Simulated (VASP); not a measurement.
# Sb in VASP: notebook, part 3 of 3

VASP 6.6.1. The steps go on from the part before.

## (5) Electric field gradients, PBEsol (equal xy, yz and zx shear strains of +1 %)

INCAR reads:

```
PREC     = Accurate       # precision mode
ENCUT    = 400            # plane-wave cutoff, eV
EDIFF    = 1E-8           # SCF threshold, eV
ISMEAR   = -1             # smearing method
SIGMA    = 0.05           # smearing width, eV
LREAL    = False          # projectors in reciprocal space
LASPH    = True           # aspherical terms in the spheres
NELM     = 120            # most SCF steps
ALGO     = Normal         # electronic algorithm
ISIF     = 2              # what is computed and relaxed
LWAVE    = False          # write WAVECAR
LCHARG   = False          # write CHGCAR
GGA      = PS             # functional
LEFG     = True         
NBANDS   = 22             # bands
GGA_COMPAT= False
```

KPOINTS reads:

```
Automatic mesh
0
Gamma
  9 9 9
```

POSCAR reads:

```
Sb
1.0
    2.1755285804      1.2711226823      3.7609612501
   -2.1256720836      1.2496166789      3.7394552467
    0.0063035032     -2.4645793611      3.7315835032
Sb
2
Direct
    0.2336400000      0.2336400000      0.2336400000
    0.7663600000      0.7663600000      0.7663600000
```

Potentials or basis: VASP PAW PBE potentials, release 64 (Sb_d_GW).

Run with:

```bash
$ cat potpaw_PBE.64/Sb_d_GW/POTCAR > POTCAR
$ mpirun -np 1 vasp_std > vasp.out
```

OUTCAR:

```text
PREC = Accurate
   ENCUT = 400
   EDIFF = 1E-8
   ISMEAR = -1
   LREAL = False
   LASPH = True
   NELM = 120
   ISIF = 2
   GGA = PS

 ion  position               nearest neighbor table
   1  0.234  0.234  0.234-   2 2.90   2 2.90   2 2.92   2 3.33   2 3.34   2 3.36
   2  0.766  0.766  0.766-   1 2.90   1 2.90   1 2.92   1 3.33   1 3.34   1 3.36

  LATTYP: Found a triclinic cell.
 ALAT       =     4.2825966528
 B/A-ratio  =     1.0043692043
 C/A-ratio  =     1.0442294875
 COS(alpha) =     0.0028260665
 COS(beta)  =     0.4771343158
 COS(gamma) =     0.4934652004

  Lattice vectors:

 A1 = (   2.1319755868,  -3.7141960400,  -0.0078717435)
 A2 = (   4.3012006640,   0.0215060034,   0.0215060034)
 A3 = (   0.0063035032,  -2.4645793611,   3.7315835032)

Analysis of symmetry for initial positions (statically):
=====================================================================
 Subroutine PRICEL returns:
 Original cell was already a primitive cell.

 Routine SETGRP: Setting up the symmetry group for a
 triclinic supercell.

 Subroutine GETGRP returns: Found  2 space group operations
 (whereof  2 operations were pure point group operations)
 out of a pool of  2 trial point group operations.

The static configuration has the point symmetry S_2 .

Analysis of symmetry for dynamics (positions and initial velocities):
=====================================================================
 Subroutine PRICEL returns:
 Original cell was already a primitive cell.

 Routine SETGRP: Setting up the symmetry group for a
 triclinic supercell.

 Subroutine GETGRP returns: Found  2 space group operations
 (whereof  2 operations were pure point group operations)
[... 158 lines left out ...]
  band No.  band energies     occupation
      1     -24.0863      2.00000
      2     -24.0811      2.00000
      3     -23.9935      2.00000
      4     -23.9912      2.00000
      5     -23.9677      2.00000
      6     -23.8769      2.00000
[... 589 lines left out ...]
     21      12.3436      0.00000
     22      16.0025      0.00000

 [... further k-points ...]

------------------------ aborting loop because EDIFF is reached ----------------------------------------

  FORCE on cell =-STRESS in cart. coord.  units (eV):
  Direction    XX          YY          ZZ          XY          YZ          ZX
  --------------------------------------------------------------------------------------
  -------------------------------------------------------------------------------------
  Total        0.2207381     -0.0014281     -0.0728556     -0.0276529     -0.2230036     -0.1123708
  in kB        5.8962296     -0.0381478     -1.9460775     -0.7386481     -5.9567445     -3.0015848
  external PRESSURE =       1.3040014 kB  Pullay stress =       0.0000000 kB

 VOLUME and BASIS-vectors are now :
 -----------------------------------------------------------------------------
  energy-cutoff  :      400.00
  volume of cell :       59.98
      direct lattice vectors                 reciprocal lattice vectors
     2.175528580  1.271122682  3.760961250     0.231393981  0.132636998  0.087211184
    -2.125672084  1.249616679  3.739455247    -0.233615598  0.134950479  0.089524665
     0.006303503 -2.464579361  3.731583503     0.000892725 -0.268916369  0.090371457

 POSITION                                       TOTAL-FORCE (eV/Angst)
 -----------------------------------------------------------------------------------
      0.01312      0.01312      2.62424        -0.025023     -0.046620      0.146036
      0.04304      0.04304      8.60776         0.025023      0.046620     -0.146036
 -----------------------------------------------------------------------------------
    total drift:                               -0.000000      0.000000      0.000000

  FREE ENERGIE OF THE ION-ELECTRON SYSTEM (eV)
  ---------------------------------------------------
  free  energy   TOTEN  =        -9.1611125740 eV

  energy  without entropy=       -9.1593451726  energy(sigma->0) =       -9.16022887

 Electric field gradients (V/A^2)
---------------------------------------------------------------------
 ion       V_xx      V_yy      V_zz      V_xy      V_xz      V_yz
---------------------------------------------------------------------
   1      20.251    25.181   -45.432     2.527     4.718     6.985
   2      20.251    25.181   -45.432     2.527     4.718     6.985
---------------------------------------------------------------------

 Electric field gradients after diagonalization (V/A^2)
 (convention: |V_zz| > |V_xx| > |V_yy|)
----------------------------------------------------------------------
 ion       V_xx      V_yy      V_zz     asymmetry (V_yy - V_xx)/ V_zz
----------------------------------------------------------------------
   1      27.192    19.222   -46.414       0.172
   2      27.192    19.222   -46.414       0.172
----------------------------------------------------------------------

           NMR quadrupolar parameters

 Cq : quadrupolar parameter    Cq=e*Q*V_zz/h
 eta: asymmetry parameters     (V_yy - V_xx)/ V_zz
 Q  : nuclear electric quadrupole moment in mb (millibarn)
----------------------------------------------------------------------
 ion       Cq(MHz)       eta       Q (mb)
----------------------------------------------------------------------
   1      -0.112       0.172       1.000
   2      -0.112       0.172       1.000
----------------------------------------------------------------------
```

stdout:

```text
POSCAR found type information on POSCAR Sb
 POSCAR found :  1 types and       2 ions
 scaLAPACK will be used
 -----------------------------------------------------------------------------
[... 27 lines left out ...]
     0.0000793     0.0332968    -0.0139731    -0.1860001     0.0172800     0.0303657
     0.0001092     0.0332968    -0.0139731    -0.1860000     0.0172800     0.0303657
     0.0001504     0.0332968    -0.0139731    -0.1860000     0.0172800     0.0303657

     0.0000576    -2.2954469    -6.4374441    35.9054730    -4.3220643     2.2968996
     0.0000793    -2.2951775    -6.4367641    35.9016563    -4.3216025     2.2966645
     0.0001092    -2.2947492    -6.4356856    35.8956050    -4.3208705     2.2962916
     0.0001504    -2.2940715    -6.4339823    35.8860519    -4.3197149     2.2957026
```

It took 19 min on 1 thread of AMD EPYC, shared host; peak memory 0.4 GiB.

Results:

* Free energy: -9.1611 eV
* Pressure: 0.1 GPa
* Largest force: 0.155 eV/Å
* Band gap on the k mesh: zero (bands 15 and 16 overlap by 0.03 eV)
* Largest electric field gradient by atom: Sb -46.4 V/Å²

Forces in eV/Å, atoms in the order of the input:
```
Sb  -0.025 -0.047  0.146
Sb   0.025  0.047 -0.146
```

Stress tensor (GPa, compression positive):
```
 0.59 -0.07 -0.30
-0.07  0.00 -0.60
-0.30 -0.60 -0.19
```

Electric field gradients, principal values (V/Å²):
| atom | least | middle | greatest (by size) |
| --- | --- | --- | --- |
| 1 Sb | 19.222 | 27.192 | -46.414 |
| 2 Sb | 19.222 | 27.192 | -46.414 |

Caveat: the cell differs from its parent crystal (equal xy, yz and zx shear strains of +1 %); without QUAD_EFG the Cq values of the log hold for a quadrupole moment of 1 mb, not for the nuclei; the PAW data sets were made with another functional, which shifts forces and pressure a little; spin-orbit coupling is left out, which moves the levels of the heavy elements.

## (6) Summary

```csv
task,potentials or basis,cell,cutoff (eV),k mesh for the DOS,occupations for the DOS,pressure (GPa),largest force (eV/Å)
electric field gradients,"VASP PAW PBE potentials, release 64 (Sb)","a = 4.566 Å, angles 57.2°, 2 atoms",520,-,-,-2.1,0.05
single point,"VASP PAW PBE potentials, release 64 (Sb)","a = 4.493 Å, angles 57.2°, 2 atoms",520,14 × 14 × 14,tetrahedron,-,-
electric field gradients,"VASP PAW PBE potentials, release 64 (Sb_d_GW)","a = 4.527, b = 4.479, c = 4.472 Å, angles 57.2, 57.4, 57.1°, 2 atoms",400,-,-,0.1,0.16
```

Alike in all rows: level PBEsol; no spin polarisation; k mesh 9 × 9 × 9; smearing fermi-dirac 0.05 eV.

Caveats: the PAW data sets were made with another functional, which shifts forces and pressure a little; spin-orbit coupling is left out, which moves the levels of the heavy elements.

Absolute energies hang on the potentials; compare differences alone.
